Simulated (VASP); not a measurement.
Wanted: the native input for a VASP 6.6.1 run.

- Task: single point
- Functional: LDA
- Potentials or basis: VASP PAW LDA potentials, release 64 (Hf_pv, O)
- Cutoff: 520 eV
- k mesh: 6 × 6 × 8
- Occupations: gaussian, width 0.05 eV
- Spin: no spin polarisation
- Dipole correction: no
- Further INCAR settings: ALGO = Normal; EDIFF = 1e-06; NBANDS = 31

The structure of HfO2 lies in POSCAR:

```
HfO2
1.0
    4.9325661144      0.0000000000      0.0000000000
    0.0000000000      4.7888991402      0.0000000000
    0.0000000000      0.0000000000      3.1858186410
Hf O
2 4
Direct
    0.0000000000      0.0000000000      0.0000000000
    0.5000000000      0.5000000000      0.5000000000
    0.1951075730      0.8048924270      0.5000000000
    0.3048924270      0.3048924270      0.0000000000
    0.6951075730      0.6951075730      0.0000000000
    0.8048924270      0.1951075730      0.5000000000
```

This cell differs from its parent crystal: strain +0.0300 x Voigt [1, 0, 0, 0, 0, 0].

The input as run:

INCAR

```
  PREC = Accurate
  ENCUT = 520
  EDIFF = 1E-6
  ISMEAR = 0
  SIGMA = 0.05
  LREAL = False
  LASPH = True
  NELM = 100
  ALGO = Normal
  ISIF = 2
  LWAVE = False
  LCHARG = True
  LELF = True
  LVHAR = True
  NBANDS = 31
```

KPOINTS

```
Automatic mesh
0
Gamma
  6 6 8
```

Potentials or basis: VASP PAW LDA potentials, release 64 (Hf_pv, O).

The run is started by

```sh
$ cat potpaw_LDA.64/Hf_pv/POTCAR potpaw_LDA.64/O/POTCAR > POTCAR
$ mpirun -np 1 vasp_std > vasp.out
```

Results of the run:

The pressure is -8.3 GPa and the largest force is 0.072 eV/Å. The band gap on the k mesh is 3.71 eV.

Caveat: the cell differs from its parent crystal (strain +0.0300 x Voigt [1, 0, 0, 0, 0, 0]); the cell stands under tension; spin-orbit coupling is left out, which moves the levels of the heavy elements.

Wall time 2.1 min on 1 thread of Intel(R) Xeon(R) Platinum 8488C (Sapphire Rapids), with other jobs on the host, peak memory 0.26 GiB.
